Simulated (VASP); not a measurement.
# Zr (P6/mmm) in VASP: notebook

The runs below take Zr through relaxation of shape and atoms at fixed volume, relaxation of cell and atoms, with PBE.

Everything below comes from runs of VASP 6.6.1. Logs are shortened: lines on timing, memory, paths and dates and some standing lists are left out, and cuts for length are marked.

### Step 1. The cell of the first run

Symmetry: P6/mmm, No. 191, hexagonal system. Conventional cell: a = 2.937 Å, b = 2.937 Å, c = 2.939 Å, α = 90.00°, β = 90.00°, γ = 120.00°. Zr (site symmetry 6/mmm) has 8 Zr at 2.94 Å within 3.9 Å.

This isn't the form of Zr at room conditions, which is hcp.

### Step 2. Relaxation of shape and atoms at fixed volume, PBE

The input, INCAR:

```
PREC     = Accurate       # precision mode
ENCUT    = 600            # plane-wave cutoff, eV
EDIFF    = 1E-6           # SCF threshold, eV
ISMEAR   = -1             # smearing method
SIGMA    = 0.1            # smearing width, eV
LREAL    = F              # projectors in reciprocal space
LASPH    = T              # aspherical terms in the spheres
NELM     = 80             # most SCF steps
ALGO     = Normal         # electronic algorithm
ISIF     = 4              # what is computed and relaxed
LWAVE    = F              # write WAVECAR
LCHARG   = F              # write CHGCAR
GGA      = PE             # functional
IBRION   = 2              # ionic algorithm
NSW      = 50             # ionic steps
EDIFFG   = -0.005         # ionic threshold
```

The input, KPOINTS:

```
regular mesh
0
Gamma
  16 16 14
```

The input, POSCAR:

```
Zr
1.0
    2.9372315430      0.0000000000      0.0000000000
   -1.4686157715      2.5437171331      0.0000000000
    0.0000000000      0.0000000000      2.9390804354
Zr
1
Direct
    0.0000000000      0.0000000000      0.0000000000
```

Potentials or basis: VASP PAW PBE potentials, release 64 (Zr_sv).

The run is started by

```console
$ cat potpaw_PBE.64/Zr_sv/POTCAR > POTCAR
$ mpirun -np 1 vasp_std > vasp.out
```

OUTCAR:

```text
PREC = Accurate
   ENCUT = 600
   EDIFF = 1E-6
   ISMEAR = -1
   LREAL = F
   LASPH = T
   NELM = 80
   ISIF = 4
   GGA = PE
   IBRION = 2
   NSW = 50
   EDIFFG = -0.005

 ion  position               nearest neighbor table
   1  0.000  0.000  0.000-

  LATTYP: Found a hexagonal cell.
 ALAT       =     2.9372315430
 C/A-ratio  =     1.0006294677

  Lattice vectors:

 A1 = (   2.9372315430,   0.0000000000,   0.0000000000)
 A2 = (  -1.4686157715,   2.5437171331,   0.0000000000)
 A3 = (   0.0000000000,   0.0000000000,   2.9390804354)

Analysis of symmetry for initial positions (statically):
=====================================================================
 Subroutine PRICEL returns:
 Original cell was already a primitive cell.

 Routine SETGRP: Setting up the symmetry group for a
 hexagonal supercell.

 Subroutine GETGRP returns: Found 24 space group operations
 (whereof 24 operations were pure point group operations)
 out of a pool of 24 trial point group operations.

The static configuration has the point symmetry D_6h.

Analysis of symmetry for dynamics (positions and initial velocities):
=====================================================================
 Subroutine PRICEL returns:
 Original cell was already a primitive cell.

 Routine SETGRP: Setting up the symmetry group for a
 hexagonal supercell.

 Subroutine GETGRP returns: Found 24 space group operations
 (whereof 24 operations were pure point group operations)
 out of a pool of 24 trial point group operations.

The dynamic configuration has the point symmetry D_6h.

 Subroutine INISYM returns: Found 24 space group operations
 (whereof 24 operations are pure point group operations),
 and found     1 'primitive' translations

----------------------------------------------------------------------------------------

                                     Primitive cell

  volume of cell :      21.9593

  direct lattice vectors                    reciprocal lattice vectors
     2.937231543  0.000000000  0.000000000     0.340456646  0.196562736  0.000000000
    -1.468615771  2.543717133  0.000000000     0.000000000  0.393125473  0.000000000
     0.000000000  0.000000000  2.939080435     0.000000000  0.000000000  0.340242474

  length of vectors
     2.937231543  2.937231543  2.939080435     0.393125473  0.393125473  0.340242474

  position of ions in fractional coordinates (direct lattice)
     0.000000000  0.000000000  0.000000000

  ion indices of the primitive-cell ions
   primitive index   ion index
                 1           1

----------------------------------------------------------------------------------------

 KPOINTS: regular mesh

Automatic generation of k-mesh.
 Grid dimensions read from file:
 generate k-points for:   16   16   14

 Generating k-lattice:

  Cartesian coordinates                     Fractional coordinates (reciprocal lattice)
     0.021278540  0.012285171  0.000000000     0.062500000  0.000000000  0.000000000
     0.000000000  0.024570342  0.000000000     0.000000000  0.062500000  0.000000000
     0.000000000  0.000000000  0.024303034     0.000000000  0.000000000  0.071428571

  Length of vectors
     0.024570342  0.024570342  0.024303034

  Shift w.r.t. Gamma in fractional coordinates (k-lattice)
     0.000000000  0.000000000  0.000000000

 Subroutine IBZKPT returns following result:
 ===========================================

 Found    240 irreducible k-points:

 Following reciprocal coordinates:
            Coordinates               Weight
  0.000000  0.000000  0.000000      1.000000
  0.062500 -0.000000  0.000000      6.000000
  0.125000 -0.000000  0.000000      6.000000
  0.187500 -0.000000  0.000000      6.000000
  0.250000 -0.000000  0.000000      6.000000
  0.312500 -0.000000  0.000000      6.000000
[... 16 lines left out ...]
  0.187500  0.187500  0.000000      6.000000
  0.250000  0.187500  0.000000     12.000000
 [... further k-points ...]
   k-points           NKPTS =    240   k-points in BZ     NKDIM =    240   number of bands    NBANDS=     10
   number of dos      NEDOS =    301   number of ions     NIONS =      1
   total plane-waves  NPLWV =  13824
   dimension x,y,z NGX =    24 NGY =   24 NGZ =   24
   dimension x,y,z NGXF=    48 NGYF=   48 NGZF=   48
   ions per type =               1
   NGX,Y,Z   is equivalent  to a cutoff of  13.58, 13.58, 13.58 a.u.
   NGXF,Y,Z  is equivalent  to a cutoff of  27.17, 27.17, 27.15 a.u.
 SYSTEM =  unknown system
   PREC   = accura    normal or accurate (medium, high low for compatibility)
   ISTART =      0    job   : 0-new  1-cont  2-samecut
   ICHARG =      2    charge: 1-file 2-atom 10-const
   ISPIN  =      1    spin polarized calculation?
   LNONCOLLINEAR =      F non collinear calculations
   LSORBIT =      F    spin-orbit coupling
   LASPH  =      T    aspherical Exc in radial PAW
   ENCUT  =  600.0 eV  44.10 Ry    6.64 a.u.   5.87  5.87  5.87*2*pi/ulx,y,z
   NELM   =     80;   NELMIN=  2; NELMDL= -5     # of ELM steps
   EDIFF  = 0.1E-05   stopping-criterion for ELM
   LREAL  =      F    real-space projection
   EDIFFG = -.5E-02   stopping-criterion for IOM
   NSW    =     50    number of steps for IOM
   IBRION =      2    ionic relax: 0-MD 1-quasi-New 2-CG
   NFREE  =      1    steps in history (QN), initial steepest desc. (CG)
   ISIF   =      4    stress and relaxation
   ISYM   =      2    0-nonsym 1-usesym 2-fastsym
   POTIM  = 0.5000    time-step for ionic-motion
   TEBEG  =    0.0;   TEEND  =   0.0 temperature during run
   PSTRESS=    0.0 pullay stress
   NELECT =      12.0000    total number of electrons
   NUPDOWN=      -1.0000    fix difference up-down
   EMIN   =  10.00;   EMAX   =-10.00  energy-range for DOS
   EFERMI =   0.00;   METHOD = LEGACY
   ISMEAR =    -1;   SIGMA  =   0.10  broadening in eV -4-tet -1-fermi 0-gaus
   EFERMI_NEDOS =   21; number of points for ismear=-14 and -15
   IALGO  =     38    algorithm
   IMIX   =      4    mixing-type and parameters
     AMIX     =   0.40;   BMIX     =  1.00
     AMIX_MAG =   1.60;   BMIX_MAG =  1.00
  volume/ion in A,a.u.               =      21.96       148.19
  Fermi-wavevector in a.u.,A,eV,Ry     =   1.338430  2.529267 24.373417  1.791396
  Thomas-Fermi vector in A             =   2.466901
   LORBIT       =      0    0 simple, 1 ext, 2 COOP (PROOUT), +10 PAW based schemes
   GGA     = PE    functional components
   LHFCALC =     F    Hartree Fock is set to
   AEXX    =    0.0000 exact exchange contribution
   IVDW    =     0    specifies the selected vdW correction
   LEPSILON=     F    determine dielectric tensor
   LRPA    =     F    only Hartree local field effects (RPA)
 conjugate gradient relaxation of ions
 non-spin polarized calculation
  energy-cutoff  :      600.00
  volume of cell :       21.96
 maximum number of plane-waves:       761
 NGX is ok and might be reduce to    24
   NGX = 11   NGY = 11   NGZ = 11

--------------------------------------- Ionic step        1  -------------------------------------------

 number of electron      12.0000000 magnetization

 Free energy of the ion-electron system (eV)
  ---------------------------------------------------
  ext. energy  EPLUGINS =         0.00000000
  ---------------------------------------------------
  free energy    TOTEN  =        -8.12436768 eV

  energy without entropy =       -8.09899277  energy(sigma->0) =       -8.11168022

------------------------ aborting loop because EDIFF is reached ----------------------------------------

  FORCE on cell =-STRESS in cart. coord.  units (eV):
  Direction    XX          YY          ZZ          XY          YZ          ZX
  --------------------------------------------------------------------------------------
  -------------------------------------------------------------------------------------
  Total        1.1399132      1.1399132      0.9383700      0.0000000     -0.0000000      0.0000000
  in kB       83.1694656     83.1694656     68.4646222      0.0000000     -0.0000000      0.0000000
  external PRESSURE =      78.2678512 kB  Pullay stress =       0.0000000 kB
[... 55 lines left out ...]
  energy  without entropy=       -8.0975599519  energy(sigma->0) =       -8.11119631

--------------------------------------- Ionic step        3  -------------------------------------------

 number of electron      12.0000000 magnetization

 Free energy of the ion-electron system (eV)
  ---------------------------------------------------
  ext. energy  EPLUGINS =         0.00000000
  ---------------------------------------------------
  free energy    TOTEN  =        -8.12487243 eV

  energy without entropy =       -8.09805153  energy(sigma->0) =       -8.11146198

 E-fermi :   9.2750     XC(G=0): -11.2987

 val. band max:        9.2694054523   @ k =   0.1875   0.1250   0.1429
 cond. band min:       9.2888826779   @ k =   0.0625  -0.0000   0.5000
 fundamental gap:      0.0194772256
 Fermi energy:         9.2749521046

 k-point     1 :       0.0000    0.0000    0.0000
  band No.  band energies     occupation
      1     -39.2133      2.00000
      2     -16.6777      2.00000
      3     -16.4165      2.00000
      4     -16.4165      2.00000
      5       4.0349      2.00000
      6       7.4301      2.00000
      7      10.6162      0.00000
      8      10.6162      0.00000
      9      15.4274      0.00000
     10      15.4274      0.00000
[... 287 lines left out ...]
 k-point    24 :       0.2500    0.1875    0.0000
  band No.  band energies     occupation
      1     -38.9909      2.00000
      2     -17.6367      2.00000
      3     -16.9360      2.00000
      4     -16.5040      2.00000
      5       7.3793      2.00000
      6       8.3281      1.99985
      7       9.3625      0.58837
      8      12.2312      0.00000
      9      14.0663      0.00000
     10      15.2571      0.00000

 [... further k-points ...]

------------------------ aborting loop because EDIFF is reached ----------------------------------------

  FORCE on cell =-STRESS in cart. coord.  units (eV):
  Direction    XX          YY          ZZ          XY          YZ          ZX
  --------------------------------------------------------------------------------------
  -------------------------------------------------------------------------------------
  Total        1.0589460      1.0589460      1.0629965      0.0000000     -0.0000000      0.0000000
  in kB       77.2619983     77.2619983     77.5575274      0.0000000     -0.0000000      0.0000000
  external PRESSURE =      77.3605080 kB  Pullay stress =       0.0000000 kB
[... 16 lines left out ...]
  FREE ENERGIE OF THE ION-ELECTRON SYSTEM (eV)
  ---------------------------------------------------
  free  energy   TOTEN  =        -8.1248724281 eV

  energy  without entropy=       -8.0980515269  energy(sigma->0) =       -8.11146198

 reached required accuracy - stopping structural energy minimisation
```

Run time: 91 s. Hardware: 1 thread of Intel Xeon 8259CL, shared host; peak memory 0.19 GiB.

Results:

| Item | Value |
| --- | --- |
| Free energy | -8.1249 eV |
| Energy gained by relaxing | 0.5 meV/atom |
| Ionic steps | 3 |
| Pressure after relaxing | 7.7 GPa |
| Band gap on the k mesh | zero (bands 6 and 7 overlap by 0.66 eV) |

The path:
```
step  energy change (eV)  largest force (eV/Å)  pressure (GPa)  volume (Å³)
   1              0.0000                0.0000            7.83        21.96
   2             -0.0005                0.0000            7.72        21.96
   3             -0.0005                0.0000            7.74        21.96
```

Final structure:
```yaml
crystal:
  lattice:
    - [2.94462, 0.00000, 0.00000]
    - [-1.47231, 2.55012, 0.00000]
    - [0.00000, 0.00000, 2.92435]
  atoms:
    - { symbol: Zr, position: [0.00000, 0.00000, 0.00000] }
```

### Step 3. Relaxation of cell and atoms, PBE

This run uses another cell than the first one, of 24.34 Å³/atom.

The input, INCAR:

```
PREC = Accurate
ENCUT = 600
EDIFF = 1E-6
ISMEAR = -1
SIGMA = 0.1
LREAL = F
LASPH = T
NELM = 60
ALGO = Normal
ISIF = 3
LWAVE = F
LCHARG = F
GGA = PE
IBRION = 2
NSW = 60
EDIFFG = -0.005
```

The input, KPOINTS:

```
Automatic mesh
0
Gamma
  16 16 14
```

The input, POSCAR:

```
Zr
1.0
    3.1036728918      0.0000000000      0.0000000000
   -1.5518364459      2.6878595693      0.0000000000
    0.0000000000      0.0000000000      2.9174525183
Zr
1
Direct
    0.0000000000      0.0000000000      0.0000000000
```

Potentials or basis: VASP PAW PBE potentials, release 64 (Zr_sv).

The run is started by

```console
$ cat potpaw_PBE.64/Zr_sv/POTCAR > POTCAR
$ mpirun -np 1 vasp_std > vasp.out
```

Run time: 6.2 min. Hardware: 1 thread of Intel Xeon 8259CL, shared host; peak memory 0.22 GiB.

The run converged. Its results:

| Quantity | Value |
| --- | --- |
| Free energy | -8.1692 eV |
| Relaxed volume | 23.88 Å³/atom |
| Relaxed cell | a = 3.021 Å, b = 3.021 Å, c = 3.022 Å, α = 90.00°, β = 90.00°, γ = 120.00° |
| Space group after relaxing (to 0.1 Å) | P6/mmm (No. 191) |
| Energy gained by relaxing | 28.5 meV/atom |
| Ionic steps | 7 |
| Pressure after relaxing | 0.0 GPa |
| Band gap on the k mesh | zero (bands 6 and 7 overlap by 0.59 eV) |

Step by step:
```
step  energy change (eV)  largest force (eV/Å)  pressure (GPa)  volume (Å³)
   1              0.0000                0.0000           -1.75        24.34
   2             -0.0255                0.0000            1.68        23.39
   3             -0.0256                0.0000            1.45        23.44
   4             -0.0279                0.0000           -0.34        24.01
   5             -0.0284                0.0000            0.19        23.83
   6             -0.0285                0.0000           -0.07        23.90
   7             -0.0285                0.0000            0.00        23.88
```

Final structure:
```yaml
crystal:
  lattice:
    - [3.02057, 0.00000, 0.00000]
    - [-1.51029, 2.61589, 0.00000]
    - [0.00000, 0.00000, 3.02211]
  atoms:
    - { symbol: Zr, position: [0.00000, 0.00000, 0.00000] }
```

Levels at points of the mesh, in eV from the Fermi level:
| k point | band 2 | band 3 | band 4 | band 5 | band 6 | band 7 | band 8 | band 9 | band 10 |
| --- | --- | --- | --- | --- | --- | --- | --- | --- | --- |
| (0.00, 0.00, 0.00) | -26.20 | -25.96 | -25.96 | -5.13 | -1.62 | 1.31 | 1.31 | 5.59 | 5.59 |
| (0.50, 0.00, 0.00) | -27.20 | -26.24 | -26.05 | -2.70 | -0.54 | 1.48 | 2.11 | 4.85 | 6.36 |
| (0.00, 0.00, 0.50) | -27.09 | -25.89 | -25.89 | -2.49 | 0.05 | 1.84 | 1.84 | 3.40 | 3.40 |
| (0.50, 0.00, 0.50) | -27.07 | -26.85 | -26.16 | -2.68 | -1.54 | 2.13 | 5.30 | 6.02 | 6.56 |
